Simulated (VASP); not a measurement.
The system is SiC.

```
Si C
1.0
     2.95817    0.00000    0.00000
    -1.47908    2.56185    0.00000
     0.00000    0.00000    4.83069
Si C
2 2
Direct
  0.33333 0.66667 0.00000
  0.66667 0.33333 0.50000
  0.33333 0.66667 0.37500
  0.66667 0.33333 0.87500
```

- Program: VASP 6.6.1
- Task: relaxation of cell and atoms
- Functional: PBE
- Potentials or basis: VASP PAW PBE potentials, release 64 (Si, C)
- Cutoff: 600 eV
- k mesh: 12 × 12 × 6
- Occupations: fermi-dirac, width 0.02 eV
- Spin: no spin polarisation

At the start: pressure 38.0 GPa; volume 9.15 Å³/atom.

Q: Where does the relaxation end?

A: Over 9 steps the energy falls by 143.4 meV/atom and the volume is 10.50 Å³/atom (+14.7 %); space group P6_3mc (No. 186, to 0.05 Å).

The path:
| step | energy change (eV) | largest force (eV/Å) | pressure (GPa) | volume (Å³) |
| --- | --- | --- | --- | --- |
| 1 | 0.0000 | 0.1667 | 38.05 | 36.61 |
| 2 | 0.0849 | 0.1325 | -24.84 | 49.37 |
| 3 | -0.5728 | 0.0723 | -0.84 | 42.16 |
| 4 | -0.5732 | 0.0691 | -0.09 | 42.01 |
| 5 | -0.5731 | 0.0665 | 0.48 | 41.90 |
| 6 | -0.5733 | 0.0403 | 0.39 | 41.92 |
| 7 | -0.5734 | 0.0006 | 0.42 | 41.91 |
| 8 | -0.5735 | 0.0045 | -0.28 | 42.05 |
| 9 | -0.5735 | 0.0024 | -0.02 | 42.00 |

Final structure:
```
CELL_PARAMETERS angstrom
3.09175 0.00000 0.00000
-1.54588 2.67754 0.00000
0.00000 0.00000 5.07305
ATOMIC_POSITIONS crystal
Si 0.33333 0.66667 0.99956
Si 0.66667 0.33333 0.49956
C 0.33333 0.66667 0.37544
C 0.66667 0.33333 0.87544
```
